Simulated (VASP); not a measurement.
**Ta2Si: density of states with PBEsol**

Crystal: Ta2Si.

```
Ta Si
1.0
     0.00000    2.99454    2.99454
     2.99454    0.00000    2.99454
     2.99454    2.99454    0.00000
Ta Si
2 1
Direct
  0.25000 0.25000 0.25000
  0.75000 0.75000 0.75000
  0.00000 0.00000 0.00000
```

- Program: VASP 6.6.1
- Task: density of states
- Functional: PBEsol
- Potentials or basis: VASP PAW PBE potentials, release 64 (Ta_pv, Si)
- Cutoff: 520 eV
- k mesh: 10 × 10 × 10
- Occupations: gaussian, width 0.05 eV
- Spin: no spin polarisation
- Dipole correction: no
- k mesh for the DOS: 15 × 15 × 15
- Occupations for the DOS: tetrahedron
- Further INCAR settings: ALGO = Normal; EDIFF = 1e-06; NBANDS = 20

```json
{
  "Valence electrons inside the program's atomic spheres": "Ta 8.91; Si 1.79"
}
```

Levels at points of the mesh, in eV from the Fermi level:
| k point | band 9 | band 10 | band 11 | band 12 | band 13 | band 14 | band 15 | band 16 | band 17 | band 18 |
| --- | --- | --- | --- | --- | --- | --- | --- | --- | --- | --- |
| (0.00, 0.00, 0.00) | -4.62 | -4.62 | -2.97 | -2.97 | 1.84 | 3.19 | 3.19 | 3.19 | 5.84 | 5.84 |

Wall time 50 s on 1 thread of Intel(R) Xeon(R) 6975P-C (Granite Rapids), on a shared host, peak memory 0.24 GiB.

Caveat: spin-orbit coupling is left out, which moves the levels of the heavy elements.
